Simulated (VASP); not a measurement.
# CsCl (Pm-3m) in VASP: further runs

CsCl is run at these levels: LDA; tasks: relaxation of cell and atoms, single point.

Program: VASP 6.6.1. These are calculated values, not measurements. Logs are shortened: lines on timing, memory, paths and dates and some standing lists are left out, and cuts for length are marked.

## (1) The cell of the first run

It takes space group Pm-3m (No. 221, cubic). Conventional cell: a = 3.969 Å, b = 3.969 Å, c = 3.969 Å, α = 90.00°, β = 90.00°, γ = 90.00°. Cs (site symmetry m-3m) has 8 Cl at 3.44 Å and 6 Cs at 3.97 Å within 4.5 Å. Within 4.5 Å of Cl (site symmetry m-3m) lie 8 Cs at 3.44 Å and 6 Cl at 3.97 Å.

## (2) Relaxation of cell and atoms, LDA, target pressure 50 GPa, at which the enthalpy is minimised

The input, INCAR:

```
SYSTEM = CsCl
  PREC = Accurate
  ENCUT = 500
  EDIFF = 1E-7
  ISMEAR = 0
  SIGMA = 0.01
  LREAL = .False.
  LASPH = .True.
  NELM = 120
  ALGO = Normal
  ISIF = 3
  LWAVE = .False.
  LCHARG = .False.
  IBRION = 2
  NSW = 80
  EDIFFG = -0.001
  PSTRESS = 500.0
  GGA_COMPAT = .False.
  NELMIN = 4
```

The input, KPOINTS:

```
Automatic mesh
0
Gamma
  6 6 6
  0 0 0
```

The input, POSCAR:

```
CsCl
1.0
    3.9692301019      0.0000000000      0.0000000000
    0.0000000000      3.9692301019      0.0000000000
    0.0000000000      0.0000000000      3.9692301019
Cs Cl
1 1
Direct
    0.0000000000      0.0000000000      0.0000000000
    0.5000000000      0.5000000000      0.5000000000
```

Potentials or basis: VASP PAW LDA potentials, release 64 (Cs_sv, Cl).

The run is started by

```console
> cat potpaw_LDA.64/Cs_sv/POTCAR potpaw_LDA.64/Cl/POTCAR > POTCAR
> mpirun -np 1 vasp_std > vasp.out
```

OUTCAR:

```text
SYSTEM = CsCl
   PREC = Accurate
   ENCUT = 500
   EDIFF = 1E-7
   ISMEAR = 0
   LREAL = .False.
   LASPH = .True.
   NELM = 120
   ISIF = 3
   IBRION = 2
   NSW = 80
   EDIFFG = -0.001
   PSTRESS = 500.0
   NELMIN = 4

 ion  position               nearest neighbor table
   1  0.000  0.000  0.000-
   2  0.500  0.500  0.500-

  LATTYP: Found a simple cubic cell.
 ALAT       =     3.9692301019

  Lattice vectors:

 A1 = (   3.9692301019,   0.0000000000,   0.0000000000)
 A2 = (   0.0000000000,   3.9692301019,   0.0000000000)
 A3 = (   0.0000000000,   0.0000000000,   3.9692301019)

Analysis of symmetry for initial positions (statically):
=====================================================================
 Subroutine PRICEL returns:
 Original cell was already a primitive cell.

 Routine SETGRP: Setting up the symmetry group for a
 simple cubic supercell.

 Subroutine GETGRP returns: Found 48 space group operations
 (whereof 48 operations were pure point group operations)
 out of a pool of 48 trial point group operations.

The static configuration has the point symmetry O_h .

Analysis of symmetry for dynamics (positions and initial velocities):
=====================================================================
 Subroutine PRICEL returns:
 Original cell was already a primitive cell.

 Routine SETGRP: Setting up the symmetry group for a
 simple cubic supercell.

 Subroutine GETGRP returns: Found 48 space group operations
 (whereof 48 operations were pure point group operations)
 out of a pool of 48 trial point group operations.

The dynamic configuration has the point symmetry O_h .

 Subroutine INISYM returns: Found 48 space group operations
 (whereof 48 operations are pure point group operations),
 and found     1 'primitive' translations

----------------------------------------------------------------------------------------

                                     Primitive cell

  volume of cell :      62.5344

  direct lattice vectors                    reciprocal lattice vectors
     3.969230102  0.000000000  0.000000000     0.251938027  0.000000000  0.000000000
     0.000000000  3.969230102  0.000000000     0.000000000  0.251938027  0.000000000
     0.000000000  0.000000000  3.969230102     0.000000000  0.000000000  0.251938027

  length of vectors
     3.969230102  3.969230102  3.969230102     0.251938027  0.251938027  0.251938027

  position of ions in fractional coordinates (direct lattice)
     0.000000000  0.000000000  0.000000000
     0.500000000  0.500000000  0.500000000

  ion indices of the primitive-cell ions
   primitive index   ion index
                 1           1
                 2           2

----------------------------------------------------------------------------------------

 KPOINTS: Automatic mesh

Automatic generation of k-mesh.
 Grid dimensions read from file:
 generate k-points for:    6    6    6

 Generating k-lattice:

  Cartesian coordinates                     Fractional coordinates (reciprocal lattice)
     0.041989671  0.000000000  0.000000000     0.166666667  0.000000000  0.000000000
     0.000000000  0.041989671  0.000000000     0.000000000  0.166666667  0.000000000
     0.000000000  0.000000000  0.041989671     0.000000000  0.000000000  0.166666667

  Length of vectors
     0.041989671  0.041989671  0.041989671

  Shift w.r.t. Gamma in fractional coordinates (k-lattice)
     0.000000000  0.000000000  0.000000000

 Subroutine IBZKPT returns following result:
 ===========================================

 Found     20 irreducible k-points:

 Following reciprocal coordinates:
            Coordinates               Weight
  0.000000  0.000000  0.000000      1.000000
  0.166667  0.000000  0.000000      6.000000
  0.333333  0.000000  0.000000      6.000000
  0.500000  0.000000  0.000000      3.000000
  0.166667  0.166667  0.000000     12.000000
  0.333333  0.166667  0.000000     24.000000
[... 12 lines left out ...]
  0.500000  0.500000  0.333333      6.000000
  0.500000  0.500000  0.500000      1.000000
   k-points           NKPTS =     20   k-points in BZ     NKDIM =     20   number of bands    NBANDS=     12
   number of dos      NEDOS =    301   number of ions     NIONS =      2
   total plane-waves  NPLWV =  27000
   dimension x,y,z NGX =    30 NGY =   30 NGZ =   30
   dimension x,y,z NGXF=    60 NGYF=   60 NGZF=   60
   ions per type =               1   1
   NGX,Y,Z   is equivalent  to a cutoff of  12.57, 12.57, 12.57 a.u.
   NGXF,Y,Z  is equivalent  to a cutoff of  25.13, 25.13, 25.13 a.u.
 SYSTEM =  CsCl
   PREC   = accura    normal or accurate (medium, high low for compatibility)
   ISTART =      0    job   : 0-new  1-cont  2-samecut
   ICHARG =      2    charge: 1-file 2-atom 10-const
   ISPIN  =      1    spin polarized calculation?
   LNONCOLLINEAR =      F non collinear calculations
   LSORBIT =      F    spin-orbit coupling
   LASPH  =      T    aspherical Exc in radial PAW
   ENCUT  =  500.0 eV  36.75 Ry    6.06 a.u.   7.24  7.24  7.24*2*pi/ulx,y,z
   NELM   =    120;   NELMIN=  4; NELMDL= -5     # of ELM steps
   EDIFF  = 0.1E-06   stopping-criterion for ELM
   LREAL  =      F    real-space projection
   EDIFFG = -.1E-02   stopping-criterion for IOM
   NSW    =     80    number of steps for IOM
   IBRION =      2    ionic relax: 0-MD 1-quasi-New 2-CG
   NFREE  =      1    steps in history (QN), initial steepest desc. (CG)
   ISIF   =      3    stress and relaxation
   ISYM   =      2    0-nonsym 1-usesym 2-fastsym
   POTIM  = 0.5000    time-step for ionic-motion
   TEBEG  =    0.0;   TEEND  =   0.0 temperature during run
   PSTRESS=  500.0 pullay stress
   NELECT =      16.0000    total number of electrons
   NUPDOWN=      -1.0000    fix difference up-down
   EMIN   =  10.00;   EMAX   =-10.00  energy-range for DOS
   EFERMI =   0.00;   METHOD = LEGACY
   ISMEAR =     0;   SIGMA  =   0.01  broadening in eV -4-tet -1-fermi 0-gaus
   EFERMI_NEDOS =   21; number of points for ismear=-14 and -15
   IALGO  =     38    algorithm
   IMIX   =      4    mixing-type and parameters
     AMIX     =   0.40;   BMIX     =  1.00
     AMIX_MAG =   1.60;   BMIX_MAG =  1.00
  volume/ion in A,a.u.               =      31.27       211.00
  Fermi-wavevector in a.u.,A,eV,Ry     =   1.039302  1.963997 14.696323  1.080149
  Thomas-Fermi vector in A             =   2.173826
   LORBIT       =      0    0 simple, 1 ext, 2 COOP (PROOUT), +10 PAW based schemes
   GGA     = CA    functional components
   LHFCALC =     F    Hartree Fock is set to
   AEXX    =    0.0000 exact exchange contribution
   IVDW    =     0    specifies the selected vdW correction
   LEPSILON=     F    determine dielectric tensor
   LRPA    =     F    only Hartree local field effects (RPA)
 conjugate gradient relaxation of ions
 non-spin polarized calculation
 Gauss-broadening in eV      SIGMA  =   0.01
  energy-cutoff  :      500.00
  volume of cell :       62.53
 maximum number of plane-waves:      1622
 NGX is ok and might be reduce to    30
   NGX = 15   NGY = 15   NGZ = 15

--------------------------------------- Ionic step        1  -------------------------------------------

 number of electron      15.9999994 magnetization

 Free energy of the ion-electron system (eV)
  ---------------------------------------------------
  ext. energy  EPLUGINS =         0.00000000
  ---------------------------------------------------
  free energy    TOTEN  =        -7.30928846 eV

  energy without entropy =       -7.30928846  energy(sigma->0) =       -7.30928846

 E-fermi :   0.2730     XC(G=0):  -9.1202

 val. band max:        0.2119804217   @ k =   0.0000   0.0000   0.0000
 cond. band min:       5.1773841523   @ k =   0.0000   0.0000   0.0000
 fundamental gap:      4.9654037306
 Fermi energy:         0.2729646126

 k-point     1 :       0.0000    0.0000    0.0000
  band No.  band energies     occupation
      1     -19.0400      2.00000
      2     -12.0541      2.00000
      3      -5.4320      2.00000
      4      -5.4320      2.00000
      5      -5.4320      2.00000
      6       0.2120      2.00000
      7       0.2120      2.00000
      8       0.2120      2.00000
      9       5.1774      0.00000
     10       5.1774      0.00000
     11       5.6279      0.00000
     12      10.5233      0.00000
[... 320 lines left out ...]
--------------------------------------- Ionic step        2  -------------------------------------------

 number of electron      16.0000000 magnetization

 E-fermi :  40.3140     XC(G=0): -19.1901

 val. band max:       40.3109646053   @ k =   0.5000   0.3333   0.0000
 cond. band min:      40.6833415847   @ k =   0.5000   0.1667   0.0000
 fundamental gap:      0.3723769794
 Fermi energy:        40.3140103072

 k-point     1 :       0.0000    0.0000    0.0000
  band No.  band energies     occupation
      1     -12.1534      2.00000
      2      19.3223      2.00000
      3      19.3223      2.00000
      4      19.3223      2.00000
      5      24.9381      2.00000
      6      24.9381      2.00000
      7      33.6716      2.00000
      8      48.3384      0.00000
      9      48.3384      0.00000
     10      48.3728      0.00000
     11      54.3196      0.00000
     12      54.3196      0.00000
[... 320 lines left out ...]
--------------------------------------- Ionic step        3  -------------------------------------------

 number of electron      16.0000006 magnetization

 E-fermi :   1.2008     XC(G=0):  -9.6679

 val. band max:        1.1074155219   @ k =   0.0000   0.0000   0.0000
 cond. band min:       5.7980114599   @ k =   0.0000   0.0000   0.0000
 fundamental gap:      4.6905959380
 Fermi energy:         1.2008269203

 k-point     1 :       0.0000    0.0000    0.0000
  band No.  band energies     occupation
      1     -18.1893      2.00000
      2     -11.4033      2.00000
      3      -4.4515      2.00000
      4      -4.4515      2.00000
      5      -4.4515      2.00000
      6       1.1074      2.00000
      7       1.1074      2.00000
      8       1.1074      2.00000
      9       5.7980      0.00000
     10       5.7980      0.00000
     11       7.2362      0.00000
     12      11.7638      0.00000
[... 316 lines left out ...]
  energy  without entropy=       -7.2198323461  energy(sigma->0) =       -7.21983235

  enthalpy is  TOTEN    =        10.0580196171 eV   P V=       17.2778519633

[... ionic steps 4 to 20 ...]

--------------------------------------- Ionic step       21  -------------------------------------------

 number of electron      16.0000001 magnetization

------------------------ aborting loop because EDIFF is reached ----------------------------------------
[... 71 lines left out ...]
--------------------------------------- Ionic step       23  -------------------------------------------

 number of electron      16.0000001 magnetization

 Free energy of the ion-electron system (eV)
  ---------------------------------------------------
  ext. energy  EPLUGINS =         0.00000000
  ---------------------------------------------------
  free energy    TOTEN  =        -4.90902771 eV

  energy without entropy =       -4.90902771  energy(sigma->0) =       -4.90902771

 E-fermi :   5.7054     XC(G=0): -11.5877

 val. band max:        5.6545622183   @ k =   0.0000   0.0000   0.0000
 cond. band min:       8.2612413536   @ k =   0.0000   0.0000   0.0000
 fundamental gap:      2.6066791353
 Fermi energy:         5.7054205018

 k-point     1 :       0.0000    0.0000    0.0000
  band No.  band energies     occupation
      1     -15.5192      2.00000
      2      -8.0150      2.00000
      3      -0.8548      2.00000
      4      -0.8548      2.00000
      5      -0.8548      2.00000
      6       5.6546      2.00000
      7       5.6546      2.00000
      8       5.6546      2.00000
      9       8.2612      0.00000
     10       8.2612      0.00000
     11      15.0796      0.00000
     12      16.6627      0.00000
[... 316 lines left out ...]
  energy  without entropy=       -4.9090277148  energy(sigma->0) =       -4.90902771

  enthalpy is  TOTEN    =         6.6525233834 eV   P V=       11.5615510982

 reached required accuracy - stopping structural energy minimisation
```

It took 81 s on 1 thread of Intel Xeon 6975P-C (Granite Rapids), shared host; peak memory 0.18 GiB.

Results:

```
Free energy                                            : -4.9090 eV
Relaxed volume                                         : 18.52 Å³/atom
Relaxed cell                                           : a = 3.334 Å, b = 3.334 Å, c = 3.334 Å, α = 90.00°, β = 90.00°, γ = 90.00°
Space group after relaxing (to 0.05 Å)                 : Pm-3m (No. 221)
Energy change on relaxing (the enthalpy is what falls) : +1200.1 meV/atom
Ionic steps                                            : 23
Pressure after relaxing                                : 50.0 GPa
Band gap on the k mesh                                 : 2.61 eV, direct
```

Step by step:
```tsv
step	energy change (eV)	largest force (eV/Å)	pressure (GPa)	volume (Å³)
1	0.0000	0.0000	0.11	62.53
2	107.0238	0.0000	3667.18	9.32
3	0.0895	0.0000	4.40	55.36
4	0.3054	0.0000	9.83	50.34
5	3.5189	0.0000	70.88	34.05
6	2.1508	0.0000	45.36	37.89
7	2.3824	0.0000	49.67	37.10
8	2.5163	0.0000	52.16	36.68
9	2.1656	0.0000	45.64	37.83
10	2.3998	0.0000	49.99	37.05
11	2.4021	0.0000	50.03	37.04
12	2.4020	0.0000	50.03	37.04
13	2.4019	0.0000	50.02	37.04
14	2.4019	0.0000	50.02	37.04
15	2.4019	0.0000	50.02	37.04
16	2.4019	0.0000	50.02	37.04
17	2.4019	0.0000	50.02	37.04
18	2.4018	0.0000	50.02	37.04
19	2.4018	0.0000	50.02	37.04
20	2.4017	0.0000	50.02	37.04
21	2.4015	0.0000	50.02	37.04
22	2.4011	0.0000	50.01	37.04
23	2.4003	0.0000	50.00	37.05
```

Final structure:
```
Cs Cl
1.0
     3.33364    0.00000    0.00000
     0.00000    3.33364    0.00000
     0.00000    0.00000    3.33364
Cs Cl
1 1
Cartesian
  0.0000 0.0000 0.0000
  1.6668 1.6668 1.6668
```

Caveat: the cell is relaxed towards a set pressure, so the enthalpy falls and the energy may rise; the volume moved by over 15 % at a fixed basis, so the end points are rough; spin-orbit coupling is left out, which moves the levels of the heavy elements. A k mesh can miss the band edges.

## (3) Single point, LDA

The input, INCAR:

```
SYSTEM = CsCl
PREC = Accurate ; ENCUT = 500
EDIFF = 1E-6 ; ISMEAR = 0
SIGMA = 0.02 ; LREAL = .FALSE.
LASPH = .TRUE. ; NELM = 120
ALGO = Normal ; ISIF = 2
LWAVE = .FALSE. ; LCHARG = .FALSE.
NBANDS = 15 ; GGA_COMPAT = .FALSE.
```

The input, KPOINTS:

```
Automatic mesh
0
G
  6 6 6
  0 0 0
```

The input, POSCAR:

```
CsCl
1.0
    3.9692300999      0.0000000000      0.0000000000
    0.0000000000      3.9692300999      0.0000000000
    0.0000000000      0.0000000000      3.9692300999
Cs Cl
1 1
Direct
    0.0000000000      0.0000000000      0.0000000000
    0.5000000000      0.5000000000      0.5000000000
```

Potentials or basis: VASP PAW LDA potentials, release 64 (Cs_sv, Cl).

The run is started by

```console
> cat potpaw_LDA.64/Cs_sv/POTCAR potpaw_LDA.64/Cl/POTCAR > POTCAR
> mpirun -np 1 vasp_std > vasp.out
```

Run time: 7.9 s. Hardware: 1 thread of Intel Xeon 6975P-C (Granite Rapids), shared host; peak memory 0.15 GiB.

Results (log left out):

* Free energy: -7.3093 eV
* Pressure: 0.1 GPa
* Band gap on the k mesh: 4.97 eV, direct

Levels at points of the mesh, in eV from the valence-band top:
| k point | band 4 | band 5 | band 6 | band 7 | band 8 | band 9 | band 10 | band 11 | band 12 | band 13 |
| --- | --- | --- | --- | --- | --- | --- | --- | --- | --- | --- |
| (0.00, 0.00, 0.00) | -5.64 | -5.64 | 0.00 | 0.00 | 0.00 | 4.97 | 4.97 | 5.42 | 10.31 | 10.31 |
| (0.50, 0.00, 0.00) | -5.41 | -5.41 | -1.52 | -0.39 | -0.39 | 6.18 | 7.91 | 8.91 | 9.33 | 9.84 |
| (0.50, 0.50, 0.00) | -6.74 | -5.28 | -0.46 | -0.46 | -0.15 | 5.73 | 5.83 | 7.90 | 7.90 | 12.63 |
| (0.50, 0.50, 0.50) | -6.36 | -6.36 | -1.50 | -1.50 | -1.50 | 8.83 | 8.83 | 8.83 | 10.91 | 10.91 |

Caveat: spin-orbit coupling is left out, which moves the levels of the heavy elements. A k mesh can miss the band edges.

[end of part 1 of 2]
